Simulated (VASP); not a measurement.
Input of a VASP 6.6.1 run:

INCAR

```
PREC = Accurate ; ENCUT = 500
EDIFF = 1E-6 ; ISMEAR = 0
SIGMA = 0.05 ; LREAL = F
LASPH = T ; NELM = 120
ALGO = Normal ; ISIF = 2
LWAVE = F ; LCHARG = F
GGA = PE ; NBANDS = 20
GGA_COMPAT = F
```

The input KPOINTS:

```
regular mesh
0
Gamma
  10 10 6
```

Contents of POSCAR:

```
CdI2
1.0
    4.3384013722      0.0000000000      0.0000000000
   -2.1692006861      3.7571658002      0.0000000000
    0.0000000000      0.0000000000      8.0952123546
Cd I
1 2
Direct
    0.0000000000      0.0000000000      0.0000000000
    0.3333333333      0.6666666667      0.2122083507
    0.6666666667      0.3333333333      0.7877916493
```

Potentials or basis: VASP PAW PBE potentials, release 64 (Cd, I).

Command:

```sh
$ cat potpaw_PBE.64/Cd/POTCAR potpaw_PBE.64/I/POTCAR > POTCAR
$ mpirun -np 1 vasp_std > vasp.out
```

Q: What does it give for the band gap on the k mesh?

A: 2.44 eV (least direct gap 2.56 eV).

Q: What does it give for the pressure?

A: 0.0 GPa.

Q: Estimate the largest force.

A: 0.009 eV/Å.

Forces on the atoms (eV/Å):
```
Cd   0.000  0.000  0.000
I    0.000  0.000  0.009
I    0.000  0.000 -0.009
```

Caveat: spin-orbit coupling is left out, which moves the levels of the heavy elements; this functional lacks dispersion, which binds the layers, so the pressure and a relaxed spacing across them are unreliable. A k mesh can miss the band edges.
